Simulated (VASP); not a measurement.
Mg2BeS3:

```xyz
6
Lattice="4.2859 0.0000 0.0000 -2.1430 3.7117 0.0000 0.0000 0.0000 8.0100" Properties=species:S:1:pos:R:3 pbc="T T T"
Mg    2.1430    1.2372    1.9871
Mg    2.1430    1.2372    6.0229
Be    0.0000    0.0000    0.0000
S     0.0000    0.0000    4.0050
S     0.0000    2.4745    0.0000
S     0.0000    2.4745    4.0050
```

```yaml
Program: VASP 6.6.1
Task: relaxation of cell and atoms
Functional: PBEsol
Potentials_or_basis: VASP PAW PBE potentials, release 64 (Mg, Be, S)
Cutoff: 600 eV
k_mesh: 6 × 6 × 4
Occupations: fermi-dirac, width 0.03 eV
Spin: no spin polarisation
```

At the start: pressure -7.5 GPa; volume 21.24 Å³/atom.

Problem. How do energy, volume and symmetry change on relaxing?

Solution. Over 12 steps the energy falls by 199.3 meV/atom and the volume is 16.77 Å³/atom (-21.0 %); space group P-6m2 (No. 187, to 0.05 Å).

The path:
```
step  energy change (eV)  largest force (eV/Å)  pressure (GPa)  volume (Å³)
   1              0.0000                0.8048           -7.51       127.42
   2             -0.7219                0.8643           -2.88       109.91
   3             -0.8543                0.8435            1.00       101.67
   4             -0.8567                0.8323            1.75       100.40
   5             -1.1090                0.4574            2.14        98.35
   6             -1.1643                0.0087            2.55        97.01
   7             -1.1937                0.0004           -0.61       101.69
   8             -1.1956                0.0005           -0.02       100.74
   9             -1.1956                0.0005           -0.07       100.82
  10             -1.1956                0.0065           -0.06       100.77
  11             -1.1957                0.0128           -0.05       100.73
  12             -1.1957                0.0095            0.02       100.60
```

Final structure:
```yaml
crystal:
  lattice:
    - [4.15868, 0.00000, 0.00000]
    - [-2.07934, 3.60153, 0.00000]
    - [0.00000, 0.00000, 6.71698]
  atoms:
    - { symbol: Mg, position: [0.66667, 0.33333, 0.26870] }
    - { symbol: Mg, position: [0.66667, 0.33333, 0.73130] }
    - { symbol: Be, position: [0.00000, 0.00000, 0.00000] }
    - { symbol: S, position: [0.00000, 0.00000, 0.50000] }
    - { symbol: S, position: [0.33333, 0.66667, 0.00000] }
    - { symbol: S, position: [0.33333, 0.66667, 0.50000] }
```

Caveat: the volume moved by over 15 % at a fixed basis, so the end points are rough; the PAW data sets were made with another functional, which shifts forces and pressure a little.
